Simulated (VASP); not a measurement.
# Ge2Sb2Te5 (P-3m1) in VASP: a series of runs

Runs on Ge2Sb2Te5. Level: PBE. Tasks: single point.

Program: VASP 6.6.1. These are calculated values, not measurements. Logs are shortened: lines on timing, memory, paths and dates and some standing lists are left out, and cuts for length are marked.

### Step 1. The cell of the first run

It takes space group P-3m1 (No. 164, trigonal). Conventional cell: a = 4.192 Å, b = 4.192 Å, c = 18.098 Å, α = 90.00°, β = 90.00°, γ = 120.00°. Within 3.7 Å of Ge (site symmetry 3m) lie 6 Te at 2.80 to 3.29 Å. Within 3.9 Å of Sb (site symmetry 3m) lie 6 Te at 2.98 to 3.16 Å. Within 4.2 Å of Te (site symmetry -3m) lie 6 Sb at 3.16 Å and 6 Te at 4.19 Å. Te (site symmetry 3m) has 3 Sb at 2.98 Å and 3 Ge at 3.29 Å within 3.9 Å. Te (site symmetry 3m) has 3 Ge at 2.80 Å within 3.7 Å.

### Step 2. Single point, PBE

Contents of INCAR:

```
SYSTEM = Ge2Sb2Te5
ALGO     = Normal         ! electronic algorithm
EDIFF    = 1E-6           ! SCF threshold, eV
ENCUT    = 520            ! plane-wave cutoff, eV
GGA      = PE             ! functional
ISIF     = 2              ! what is computed and relaxed
ISMEAR   = 0              ! smearing method
LASPH    = .TRUE.         ! aspherical terms in the spheres
LCHARG   = .FALSE.        ! write CHGCAR
LREAL    = .FALSE.        ! projectors in reciprocal space
LWAVE    = .FALSE.        ! write WAVECAR
NBANDS   = 44             ! bands
NELM     = 100            ! most SCF steps
PREC     = Accurate       ! precision mode
SIGMA    = 0.03           ! smearing width, eV
```

Contents of KPOINTS:

```
k-points
0
G
  9 9 2
  0 0 0
```

Contents of POSCAR:

```
Ge2Sb2Te5
1.0
    4.1919000000      0.0000000000      0.0000000000
   -2.0959500000      3.6302918901      0.0000000000
    0.0000000000      0.0000000000     18.0976006795
Ge Sb Te
2 2 5
Direct
    0.0000000000      0.0000000000      0.3313200918
    0.0000000000      0.0000000000      0.6686799082
    0.3333333333      0.6666666667      0.1120971408
    0.6666666667      0.3333333333      0.8879028592
    0.0000000000      0.0000000000      0.0000000000
    0.3333333333      0.6666666667      0.7914345914
    0.6666666667      0.3333333333      0.2085654086
    0.3333333333      0.6666666667      0.4096023866
    0.6666666667      0.3333333333      0.5903976134
```

Potentials or basis: VASP PAW PBE potentials, release 64 (Ge_d, Sb, Te).

Run with:

```sh
> cat potpaw_PBE.64/Ge_d/POTCAR potpaw_PBE.64/Sb/POTCAR potpaw_PBE.64/Te/POTCAR > POTCAR
> mpirun -np 1 vasp_std > vasp.out
```

OUTCAR:

```text
SYSTEM = Ge2Sb2Te5
   EDIFF = 1E-6
   ENCUT = 520
   GGA = PE
   ISIF = 2
   ISMEAR = 0
   LASPH = .TRUE.
   LREAL = .FALSE.
   NELM = 100
   PREC = Accurate

 ion  position               nearest neighbor table
   1  0.000  0.000  0.331-   8 2.80   8 2.80   8 2.80   7 3.29   7 3.29   7 3.29
   2  0.000  0.000  0.669-   9 2.80   9 2.80   9 2.80   6 3.29   6 3.29   6 3.29
   3  0.333  0.667  0.112-   7 2.98   7 2.98   7 2.98   5 3.16   5 3.16   5 3.16
   4  0.667  0.333  0.888-   6 2.98   6 2.98   6 2.98   5 3.16   5 3.16   5 3.16
   5  0.000  0.000  0.000-   3 3.16   4 3.16   3 3.16   4 3.16   4 3.16   3 3.16
   6  0.333  0.667  0.791-   4 2.98   4 2.98   4 2.98   2 3.29   2 3.29   2 3.29
   7  0.667  0.333  0.209-   3 2.98   3 2.98   3 2.98   1 3.29   1 3.29   1 3.29
   8  0.333  0.667  0.410-   1 2.80   1 2.80   1 2.80
   9  0.667  0.333  0.590-   2 2.80   2 2.80   2 2.80

  LATTYP: Found a hexagonal cell.
 ALAT       =     4.1919000000
 C/A-ratio  =     4.3172787231

  Lattice vectors:

 A1 = (   4.1919000000,   0.0000000000,   0.0000000000)
 A2 = (  -2.0959500000,   3.6302918901,   0.0000000000)
 A3 = (   0.0000000000,   0.0000000000,  18.0976006795)

Analysis of symmetry for initial positions (statically):
=====================================================================
 Subroutine PRICEL returns:
 Original cell was already a primitive cell.

 Routine SETGRP: Setting up the symmetry group for a
 hexagonal supercell.

 Subroutine GETGRP returns: Found 12 space group operations
 (whereof 12 operations were pure point group operations)
 out of a pool of 24 trial point group operations.

The static configuration has the point symmetry D_3d.

Analysis of symmetry for dynamics (positions and initial velocities):
=====================================================================
 Subroutine PRICEL returns:
 Original cell was already a primitive cell.

 Routine SETGRP: Setting up the symmetry group for a
 hexagonal supercell.

 Subroutine GETGRP returns: Found 12 space group operations
 (whereof 12 operations were pure point group operations)
 out of a pool of 24 trial point group operations.

The dynamic configuration has the point symmetry D_3d.

 Subroutine INISYM returns: Found 12 space group operations
 (whereof 12 operations are pure point group operations),
 and found     1 'primitive' translations

----------------------------------------------------------------------------------------

                                     Primitive cell

  volume of cell :     275.4060

  direct lattice vectors                    reciprocal lattice vectors
     4.191900000  0.000000000  0.000000000     0.238555309  0.137729972  0.000000000
    -2.095950000  3.630291890  0.000000000     0.000000000  0.275459944  0.000000000
     0.000000000  0.000000000 18.097600680     0.000000000  0.000000000  0.055255943

  length of vectors
     4.191900000  4.191900000 18.097600680     0.275459944  0.275459944  0.055255943

  position of ions in fractional coordinates (direct lattice)
     0.000000000  0.000000000  0.331320092
     0.000000000  0.000000000  0.668679908
     0.333333333  0.666666667  0.112097141
     0.666666667  0.333333333  0.887902859
     0.000000000  0.000000000  0.000000000
     0.333333333  0.666666667  0.791434591
     0.666666667  0.333333333  0.208565409
     0.333333333  0.666666667  0.409602387
     0.666666667  0.333333333  0.590397613

  ion indices of the primitive-cell ions
   primitive index   ion index
                 1           1
                 2           2
                 3           3
                 4           4
                 5           5
                 6           6
                 7           7
                 8           8
                 9           9

----------------------------------------------------------------------------------------

 KPOINTS: k-points

Automatic generation of k-mesh.
 Grid dimensions read from file:
 generate k-points for:    9    9    2

 Generating k-lattice:

  Cartesian coordinates                     Fractional coordinates (reciprocal lattice)
     0.026506145  0.015303330  0.000000000     0.111111111  0.000000000  0.000000000
     0.000000000  0.030606660  0.000000000     0.000000000  0.111111111  0.000000000
     0.000000000  0.000000000  0.027627972     0.000000000  0.000000000  0.500000000

  Length of vectors
     0.030606660  0.030606660  0.027627972

  Shift w.r.t. Gamma in fractional coordinates (k-lattice)
     0.000000000  0.000000000  0.000000000

 Subroutine IBZKPT returns following result:
 ===========================================

 Found     24 irreducible k-points:

 Following reciprocal coordinates:
            Coordinates               Weight
  0.000000  0.000000  0.000000      1.000000
  0.111111 -0.000000  0.000000      6.000000
  0.222222  0.000000  0.000000      6.000000
  0.333333 -0.000000  0.000000      6.000000
  0.444444  0.000000  0.000000      6.000000
  0.111111  0.111111  0.000000      6.000000
[... 16 lines left out ...]
  0.333333  0.222222  0.500000     12.000000
  0.333333  0.333333  0.500000      2.000000
   k-points           NKPTS =     24   k-points in BZ     NKDIM =     24   number of bands    NBANDS=     44
   number of dos      NEDOS =    301   number of ions     NIONS =      9
   total plane-waves  NPLWV = 143360
   dimension x,y,z NGX =    32 NGY =   32 NGZ =  140
   dimension x,y,z NGXF=    64 NGYF=   64 NGZF=  280
   ions per type =               2   2   5
   NGX,Y,Z   is equivalent  to a cutoff of  12.69, 12.69, 12.86 a.u.
   NGXF,Y,Z  is equivalent  to a cutoff of  25.38, 25.38, 25.72 a.u.
 SYSTEM =  Ge2Sb2Te5
   PREC   = accura    normal or accurate (medium, high low for compatibility)
   ISTART =      0    job   : 0-new  1-cont  2-samecut
   ICHARG =      2    charge: 1-file 2-atom 10-const
   ISPIN  =      1    spin polarized calculation?
   LNONCOLLINEAR =      F non collinear calculations
   LSORBIT =      F    spin-orbit coupling
   LASPH  =      T    aspherical Exc in radial PAW
   ENCUT  =  520.0 eV  38.22 Ry    6.18 a.u.   7.79  7.79 33.65*2*pi/ulx,y,z
   NELM   =    100;   NELMIN=  2; NELMDL= -5     # of ELM steps
   EDIFF  = 0.1E-05   stopping-criterion for ELM
   LREAL  =      F    real-space projection
   EDIFFG = 0.1E-04   stopping-criterion for IOM
   NSW    =      0    number of steps for IOM
   IBRION =     -1    ionic relax: 0-MD 1-quasi-New 2-CG
   NFREE  =      0    steps in history (QN), initial steepest desc. (CG)
   ISIF   =      2    stress and relaxation
   ISYM   =      2    0-nonsym 1-usesym 2-fastsym
   POTIM  = 0.5000    time-step for ionic-motion
   TEBEG  =    0.0;   TEEND  =   0.0 temperature during run
   PSTRESS=    0.0 pullay stress
   NELECT =      68.0000    total number of electrons
   NUPDOWN=      -1.0000    fix difference up-down
   EMIN   =  10.00;   EMAX   =-10.00  energy-range for DOS
   EFERMI =   0.00;   METHOD = LEGACY
   ISMEAR =     0;   SIGMA  =   0.03  broadening in eV -4-tet -1-fermi 0-gaus
   EFERMI_NEDOS =   21; number of points for ismear=-14 and -15
   IALGO  =     38    algorithm
   IMIX   =      4    mixing-type and parameters
     AMIX     =   0.40;   BMIX     =  1.00
     AMIX_MAG =   1.60;   BMIX_MAG =  1.00
  volume/ion in A,a.u.               =      30.60       206.50
  Fermi-wavevector in a.u.,A,eV,Ry     =   1.027038  1.940821 14.351530  1.054808
  Thomas-Fermi vector in A             =   2.160962
   LORBIT       =      0    0 simple, 1 ext, 2 COOP (PROOUT), +10 PAW based schemes
   GGA     = PE    functional components
   LHFCALC =     F    Hartree Fock is set to
   AEXX    =    0.0000 exact exchange contribution
   IVDW    =     0    specifies the selected vdW correction
   LEPSILON=     F    determine dielectric tensor
   LRPA    =     F    only Hartree local field effects (RPA)
 non-spin polarized calculation
 Gauss-broadening in eV      SIGMA  =   0.03
  energy-cutoff  :      520.00
  volume of cell :      275.41
 maximum number of plane-waves:      7448
 NGX is ok and might be reduce to    32
   NGX = 15   NGY = 15   NGZ = 67

 number of electron      68.0000008 magnetization

 Free energy of the ion-electron system (eV)
  ---------------------------------------------------
  ext. energy  EPLUGINS =         0.00000000
  ---------------------------------------------------
  free energy    TOTEN  =       -33.80063487 eV

  energy without entropy =      -33.80046979  energy(sigma->0) =      -33.80055233

 E-fermi :   6.3353     XC(G=0):  -9.3404

 val. band max:        6.3134059708   @ k =   0.0000   0.0000   0.0000
 cond. band min:       6.3763181688   @ k =   0.4444   0.0000   0.5000
 fundamental gap:      0.0629121980
 Fermi energy:         6.3353409221

 k-point     1 :       0.0000    0.0000    0.0000
  band No.  band energies     occupation
      1     -18.5868      2.00000
      2     -18.5868      2.00000
      3     -18.5868      2.00000
      4     -18.5868      2.00000
      5     -18.5728      2.00000
      6     -18.5728      2.00000
[... 36 lines left out ...]
     43       8.2331      0.00000
     44       8.4935      0.00000

 k-point     2 :       0.1111   -0.0000    0.0000
  band No.  band energies     occupation
      1     -18.5870      2.00000
      2     -18.5870      2.00000
      3     -18.5864      2.00000
      4     -18.5864      2.00000
      5     -18.5730      2.00000
      6     -18.5730      2.00000
[... 36 lines left out ...]
     43       8.6579      0.00000
     44       8.6887      0.00000

 k-point     3 :       0.2222    0.0000    0.0000
  band No.  band energies     occupation
      1     -18.5877      2.00000
      2     -18.5877      2.00000
      3     -18.5855      2.00000
      4     -18.5855      2.00000
      5     -18.5735      2.00000
      6     -18.5735      2.00000
[... 976 lines left out ...]
     43       9.9499      0.00000
     44      10.1660      0.00000

 k-point    24 :       0.3333    0.3333    0.5000
  band No.  band energies     occupation
      1     -18.5878      2.00000
      2     -18.5878      2.00000
      3     -18.5850      2.00000
      4     -18.5850      2.00000
      5     -18.5737      2.00000
      6     -18.5737      2.00000
[... 36 lines left out ...]
     43      10.3770      0.00000
     44      10.5783      0.00000

------------------------ aborting loop because EDIFF is reached ----------------------------------------

  FORCE on cell =-STRESS in cart. coord.  units (eV):
  Direction    XX          YY          ZZ          XY          YZ          ZX
  --------------------------------------------------------------------------------------
  -------------------------------------------------------------------------------------
  Total        3.4072884      3.4072884      2.2146534      0.0000000      0.0000000      0.0000000
  in kB       19.8219333     19.8219333     12.8837675      0.0000000      0.0000000      0.0000000
  external PRESSURE =      17.5092114 kB  Pullay stress =       0.0000000 kB

 VOLUME and BASIS-vectors are now :
 -----------------------------------------------------------------------------
  energy-cutoff  :      520.00
  volume of cell :      275.41
      direct lattice vectors                 reciprocal lattice vectors
     4.191900000  0.000000000  0.000000000     0.238555309  0.137729972  0.000000000
    -2.095950000  3.630291890  0.000000000     0.000000000  0.275459944  0.000000000
     0.000000000  0.000000000 18.097600680     0.000000000  0.000000000  0.055255943

 POSITION                                       TOTAL-FORCE (eV/Angst)
 -----------------------------------------------------------------------------------
      0.00000      0.00000      5.99610         0.000000      0.000000     -0.145335
      0.00000      0.00000     12.10150        -0.000000      0.000000      0.145335
     -0.00000      2.42019      2.02869        -0.000000      0.000000     -0.097999
      2.09595      1.21010     16.06891         0.000000     -0.000000      0.097999
      0.00000      0.00000      0.00000        -0.000000      0.000000      0.000000
     -0.00000      2.42019     14.32307         0.000000      0.000000     -0.195786
      2.09595      1.21010      3.77453        -0.000000      0.000000      0.195786
     -0.00000      2.42019      7.41282        -0.000000     -0.000000      0.160025
      2.09595      1.21010     10.68478        -0.000000      0.000000     -0.160025
 -----------------------------------------------------------------------------------
    total drift:                                0.000000     -0.000000      0.000000

  FREE ENERGIE OF THE ION-ELECTRON SYSTEM (eV)
  ---------------------------------------------------
  free  energy   TOTEN  =       -33.8006348745 eV

  energy  without entropy=      -33.8004697870  energy(sigma->0) =      -33.80055233
```

It took 7.4 min on 1 thread of Intel Xeon Platinum 8259CL at 2.50GHz (Skylake/Cascade Lake), shared host; peak memory 0.54 GiB.

Results:

```
Free energy            : -33.8006 eV
Pressure               : 1.8 GPa
Largest force          : 0.196 eV/Å
Band gap on the k mesh : 0.06 eV (least direct gap 0.17 eV)
```

Forces in eV/Å, atoms in the order of the input:
```
Ge   0.000  0.000 -0.145
Ge   0.000  0.000  0.145
Sb   0.000  0.000 -0.098
Sb   0.000  0.000  0.098
Te   0.000  0.000  0.000
Te   0.000  0.000 -0.196
Te   0.000  0.000  0.196
Te   0.000  0.000  0.160
Te   0.000  0.000 -0.160
```

Levels at points of the mesh, in eV from the valence-band top:
```csv
k point,band 30,band 31,band 32,band 33,band 34,band 35,band 36,band 37,band 38,band 39
"(0.00, 0.00, 0.00)",-1.42,-1.42,-1.21,-1.06,0.00,0.17,0.18,0.18,1.08,1.08
"(0.00, 0.00, 0.50)",-1.49,-1.47,-1.47,-0.89,-0.03,0.19,0.19,0.19,1.03,1.03
```

Caveat: spin-orbit coupling is left out, which moves the levels of the heavy elements; an odd mesh through Γ misses points on the zone boundary, where band edges can lie; this functional lacks dispersion, which binds the layers, so the pressure and a relaxed spacing across them are unreliable.

### Step 3. Single point, PBE

This run uses another cell than the first one, of 32.44 Å³/atom.

Contents of INCAR:

```
PREC = Accurate ; ENCUT = 520
EDIFF = 1E-7 ; ISMEAR = 0
SIGMA = 0.03 ; LREAL = F
LASPH = T ; NELM = 100
ALGO = Normal ; ISIF = 2
LWAVE = F ; LCHARG = F
GGA = PE ; NBANDS = 44
```

Contents of KPOINTS:

```
regular mesh
0
Gamma
  9 9 2
```

Edit POSCAR of step 2 so:

```diff
@@ -2,5 +2,5 @@
 1.0
-    4.1919000000      0.0000000000      0.0000000000
-   -2.0959500000      3.6302918901      0.0000000000
-    0.0000000000      0.0000000000     18.0976006795
+    4.4050000000      0.0000000000      0.0000000000
+   -2.2025000000      3.8148419037      0.0000000000
+    0.0000000000      0.0000000000     17.3737000000
 Ge Sb Te
```

Potentials or basis: VASP PAW PBE potentials, release 64 (Ge_d, Sb, Te).

Run with:

```sh
> cat potpaw_PBE.64/Ge_d/POTCAR potpaw_PBE.64/Sb/POTCAR potpaw_PBE.64/Te/POTCAR > POTCAR
> mpirun -np 1 vasp_std > vasp.out
```

Run time: 9.4 min. Hardware: 1 thread of Intel Xeon Platinum 8259CL at 2.50GHz (Skylake/Cascade Lake), shared host; peak memory 0.6 GiB.

It converged, with:

```
Free energy            : -33.7247 eV
Pressure               : -1.2 GPa
Largest force          : 0.067 eV/Å
Band gap on the k mesh : 0.17 eV (least direct gap 0.22 eV)
```

Forces in eV/Å, atoms in the order of the input:
```
Ge   0.000  0.000  0.033
Ge   0.000  0.000 -0.033
Sb   0.000  0.000  0.023
Sb   0.000  0.000 -0.023
Te   0.000  0.000  0.000
Te   0.000  0.000  0.011
Te   0.000  0.000 -0.011
Te   0.000  0.000  0.067
Te   0.000  0.000 -0.067
```

Stress tensor (GPa, compression positive):
```
-1.96  0.00  0.00
 0.00 -1.96  0.00
 0.00  0.00  0.27
```

Levels at points of the mesh, in eV from the valence-band top:
```tsv
k point	band 30	band 31	band 32	band 33	band 34	band 35	band 36	band 37	band 38	band 39
(0.00, 0.00, 0.00)	-1.29	-1.29	-1.29	-1.13	-0.23	0.17	0.17	0.38	0.98	1.15
(0.00, 0.00, 0.50)	-1.40	-1.33	-1.33	-1.11	-0.23	0.19	0.19	0.38	0.99	1.08
```

Caveat: spin-orbit coupling is left out, which moves the levels of the heavy elements; an odd mesh through Γ misses points on the zone boundary, where band edges can lie; this functional lacks dispersion, which binds the layers, so the pressure and a relaxed spacing across them are unreliable.
